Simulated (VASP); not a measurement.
# AlN (Cmc2_1) in VASP: a series of runs, part 2 of 2

VASP 6.6.1.

**4. Single point, LDA**

This run uses another cell than the first one, of 9.96 Å³/atom, 1.026 times its volume.

Contents of INCAR:

```
  PREC = Accurate
  ENCUT = 520
  EDIFF = 1E-7
  ISMEAR = 0
  SIGMA = 0.05
  LREAL = False
  LASPH = True
  NELM = 80
  ALGO = Normal
  ISIF = 2
  LWAVE = False
  LCHARG = False
  GGA = CA
  NBANDS = 16
```

Contents of KPOINTS:

```
regular mesh
0
Gamma
  9 9 6
```

Contents of POSCAR:

```
AlN
1.0
    3.0631058397      0.0000000000      0.0000000000
   -1.5315529199      2.6527274717      0.0000000000
    0.0000000000      0.0000000000      4.9027355419
Al N
2 2
Direct
    0.3236882189      0.6473764378      0.0015212672
    0.6763117811      0.3526235622      0.5015212672
    0.3419399799      0.6838799599      0.3834787328
    0.6580600201      0.3161200401      0.8834787328
```

Potentials or basis: VASP PAW LDA potentials, release 64 (Al, N).

On the command line:

```sh
> cat potpaw_LDA.64/Al/POTCAR potpaw_LDA.64/N/POTCAR > POTCAR
> mpirun -np 1 vasp_std > vasp.out
```

OUTCAR:

```text
PREC = Accurate
   ENCUT = 520
   EDIFF = 1E-7
   ISMEAR = 0
   LREAL = False
   LASPH = True
   NELM = 80
   ISIF = 2
   GGA = CA

 ion  position               nearest neighbor table
   1  0.324  0.647  0.002-   4 1.86   4 1.86   4 1.87   3 1.88   2 2.99   2 2.99   2 2.99   2 2.99
                             2 3.08   2 3.08
   2  0.676  0.353  0.502-   3 1.86   3 1.86   3 1.87   4 1.88   1 2.99   1 2.99   1 2.99   1 2.99
                             1 3.08   1 3.08
   3  0.342  0.684  0.383-   2 1.86   2 1.86   2 1.87   1 1.88
   4  0.658  0.316  0.883-   1 1.86   1 1.86   1 1.87   2 1.88

  LATTYP: Found a hexagonal cell.
 ALAT       =     3.0631058397
 C/A-ratio  =     1.6005766038

  Lattice vectors:

 A1 = (   3.0631058397,   0.0000000000,   0.0000000000)
 A2 = (  -1.5315529199,   2.6527274717,   0.0000000000)
 A3 = (   0.0000000000,   0.0000000000,   4.9027355419)

Analysis of symmetry for initial positions (statically):
=====================================================================
 Subroutine PRICEL returns:
 Original cell was already a primitive cell.

 Routine SETGRP: Setting up the symmetry group for a
 hexagonal supercell.

[... 168 lines left out ...]
  free energy    TOTEN  =       -32.79865111 eV

  energy without entropy =      -32.79865111  energy(sigma->0) =      -32.79865111

 E-fermi :   6.6165     XC(G=0): -11.4540

 val. band max:        6.3809366145   @ k =   0.0000   0.0000   0.0000
 cond. band min:      10.9971238943   @ k =   0.0000   0.0000   0.0000
 fundamental gap:      4.6161872797
 Fermi energy:         6.6164608228

 k-point     1 :       0.0000    0.0000    0.0000
  band No.  band energies     occupation
      1      -8.9638      2.00000
      2      -6.5877      2.00000
      3       0.0954      2.00000
      4       5.4366      2.00000
      5       5.4935      2.00000
      6       6.0485      2.00000
[... 433 lines left out ...]
      3       1.1355      2.00000
      4       2.2695      2.00000
      5       3.0427      2.00000
      6       3.0889      2.00000
[... 8 lines left out ...]
     15      19.2140      0.00000
     16      21.3840      0.00000

 [... further k-points ...]
[... 5 lines left out ...]
  --------------------------------------------------------------------------------------
  -------------------------------------------------------------------------------------
  Total        1.5694916      1.5536085      1.4722021     -0.0000000      0.0000000      0.0000000
  in kB       63.1213787     62.4825968     59.2086173     -0.0000000      0.0000000      0.0000000
  external PRESSURE =      61.6041976 kB  Pullay stress =       0.0000000 kB

 VOLUME and BASIS-vectors are now :
 -----------------------------------------------------------------------------
  energy-cutoff  :      520.00
  volume of cell :       39.84
      direct lattice vectors                 reciprocal lattice vectors
     3.063105840  0.000000000  0.000000000     0.326466029  0.188485250  0.000000000
    -1.531552920  2.652727472  0.000000000     0.000000000  0.376970499  0.000000000
     0.000000000  0.000000000  4.902735542     0.000000000  0.000000000  0.203967763

 POSITION                                       TOTAL-FORCE (eV/Angst)
 -----------------------------------------------------------------------------------
     -0.00000      1.71731      0.00746        -0.000000      0.283001      0.010799
      1.53155      0.93541      2.45883         0.000000     -0.283001      0.010799
     -0.00000      1.81415      1.88009         0.000000     -0.130122     -0.010799
      1.53155      0.83858      4.33146        -0.000000      0.130122     -0.010799
 -----------------------------------------------------------------------------------
    total drift:                                0.000000      0.000000      0.000370

  FREE ENERGIE OF THE ION-ELECTRON SYSTEM (eV)
  ---------------------------------------------------
  free  energy   TOTEN  =       -32.7986511112 eV

  energy  without entropy=      -32.7986511112  energy(sigma->0) =      -32.79865111
```

Run time: 51 s. Hardware: 1 thread of Intel Xeon 8259CL, shared host; peak memory 0.17 GiB.

Results:

```yaml
Free_energy: -32.7987 eV
Pressure: 6.2 GPa
Largest_force: 0.283 eV/Å
Band_gap_on_the_k_mesh: 4.62 eV, direct
```

Forces on the atoms (eV/Å):
```
Al   0.000  0.283  0.011
Al   0.000 -0.283  0.011
N    0.000 -0.130 -0.011
N    0.000  0.130 -0.011
```

Stress tensor (GPa, compression positive):
```
6.31 0.00 0.00
0.00 6.25 0.00
0.00 0.00 5.92
```

Levels at points of the mesh, in eV from the valence-band top:
| k point | band 6 | band 7 | band 8 | band 9 | band 10 | band 11 |
| --- | --- | --- | --- | --- | --- | --- |
| (0.00, 0.00, 0.00) | -0.33 | -0.17 | 0.00 | 4.62 | 6.93 | 10.80 |
| (0.00, 0.00, 0.50) | -0.61 | -0.57 | -0.57 | 6.79 | 6.79 | 10.50 |

A k mesh can miss the band edges. LDA gaps usually lie below the measured ones, often by a third to a half.
